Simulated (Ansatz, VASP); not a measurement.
**CoO in VASP and in Ansatz**

INCAR

```
SYSTEM = CoO
PREC     = Accurate       ! precision mode
ENCUT    = 520            ! plane-wave cutoff, eV
EDIFF    = 1E-6           ! SCF threshold, eV
ISMEAR   = -1             ! smearing method
SIGMA    = 0.05           ! smearing width, eV
LREAL    = .False.        ! projectors in reciprocal space
LASPH    = .True.         ! aspherical terms in the spheres
NELM     = 150            ! most SCF steps
ALGO     = Normal         ! electronic algorithm
ISIF     = 2              ! what is computed and relaxed
LWAVE    = .False.        ! write WAVECAR
LCHARG   = .False.        ! write CHGCAR
ISPIN    = 2              ! spin polarisation
MAGMOM   = 2 0            ! initial moments
LORBIT   = 11             ! projections on sites
LMAXMIX  = 4              ! l up to which the mixer works
GGA      = PE             ! functional
NBANDS   = 18             ! bands
```

File KPOINTS:

```
regular mesh
0
Gamma
  16 16 16
  0 0 0
```

POSCAR

```
CoO
1.0
    0.0000000000      2.1315000000      2.1528150000
    2.1315000000      0.0000000000      2.1528150000
    2.1315000000      2.1315000000      0.0000000000
Co O
1 1
Direct
    0.0000000000      0.0000000000      0.0000000000
    0.5000000000      0.5000000000      0.5000000000
```

Input for Ansatz:

```yaml
crystal:
  lattice:
    - [0.0, 2.1315, 2.152815]
    - [2.1315, 0.0, 2.152815]
    - [2.1315, 2.1315, 0.0]
  atoms:
    - { symbol: Co, position: [0.0, 0.0, 0.0], spin: 2.0 }
    - { symbol: O, position: [0.5, 0.5, 0.5] }
magnetization:
  spin_polarized: true
kpoints:
  mp_grid: { grid: [16, 16, 16] }
  band_path:
    path:
      - [0.0, 0.0, 0.0]
      - [0.0, 0.5, 0.5]
      - [0.25, 0.75, 0.5]
      - [0.0, 0.5, 0.0]
      - [0.0, 0.0, 0.0]
      - [0.5, 0.5, 0.0]
      - [0.3725370062, 0.6274629938, 0.0]
      - [-0.3725370062, 0.3725370062, 0.0]
      - [0.0, 0.0, 0.0]
    npoints: 5
scf:
  occupations: { method: fermi_dirac, width: 0.05 }
hamiltonian:
  xc: pbe
  pseudopotentials: { kind: all_electron, lapw: { basis_error: 0.0005 } }
output:
  forces: true
  stress: true
  eigenvalues: true
```

Change from the starting cell: zz strain of +1 %.

Alike in both runs: task single point; functional PBE; k mesh 16 × 16 × 16; occupations fermi-dirac, width 0.05 eV; collinear spin.

|  | VASP | Ansatz |
| --- | --- | --- |
| version | VASP 6.6.1 | Ansatz 0.2.0 |
| potentials or method | VASP PAW PBE potentials, release 64 (Co, O), cutoff 520 eV | all-electron LAPW, scalar-relativistic |

```csv
,VASP,Ansatz,Ansatz less VASP
pressure (GPa),-3.8,-3.4,+0.38
"traceless stress, the component that is largest in VASP (GPa)",-0.01,0.10,+0.109
net moment per atom (μB),1.46,1.48,+0.011
size of the moment on the site where the two differ most (μB),2.57,2.61,+0.034
```

Site moments also hang on the region over which each program counts them. Ansatz ran all-electron here, and VASP with PAW potentials.
